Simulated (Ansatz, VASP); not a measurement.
# SrSbAu3: VASP beside Ansatz

```xyz
10
Lattice="6.4302 0.0000 0.0000 0.0000 6.4302 0.0000 0.0000 0.0000 5.6702" Properties=species:S:1:pos:R:3 pbc="T T T"
Au    0.0000    3.2151    2.8351
Au    0.0000    0.0000    2.8351
Au    3.2151    0.0000    2.8351
Au    3.2151    3.2151    2.8351
Au    1.6076    1.6076    4.6482
Au    4.8227    4.8227    1.0221
Sb    1.6076    1.6076    1.5060
Sb    4.8227    4.8227    4.1642
Sr    1.6076    4.8227    0.0000
Sr    4.8227    1.6076    0.0000
```

Alike in both runs: task single point; functional PBE; k mesh 3 × 3 × 3; no spin polarisation.

|  | VASP | Ansatz |
| --- | --- | --- |
| version | VASP 6.6.1 | Ansatz 0.2.0 |
| potentials or method | VASP PAW PBE potentials, release 64 (Au, Sb, Sr_sv), cutoff 520 eV | PAW plane waves |
| occupations | fermi-dirac, width 0.1 eV | fermi-dirac |
| valence electrons in the cell | 96 | 164 |

|  | VASP | Ansatz | Ansatz less VASP |
| --- | --- | --- | --- |
| gap on the k mesh at the Fermi level (eV) | none | none | - |
| pressure (GPa) | 5.8 | 5.9 | +0.13 |
| traceless stress, the component that is largest in VASP (GPa) | 1.32 | 1.40 | +0.079 |
| rms of the force components (eV/Å) | 0.297 | 0.303 | +0.0056 |

Atom by atom the forces differ by 0.006 eV/Å (rms over components). A gap of «none» marks a metal or a gap that the smearing closes. VASP's potentials hold 96 valence electrons a cell and Ansatz's 164, so a difference there can come from the potentials and not from the codes.

The k mesh is coarse, so the values compare programs but aren't converged. Spin-orbit coupling is off throughout.
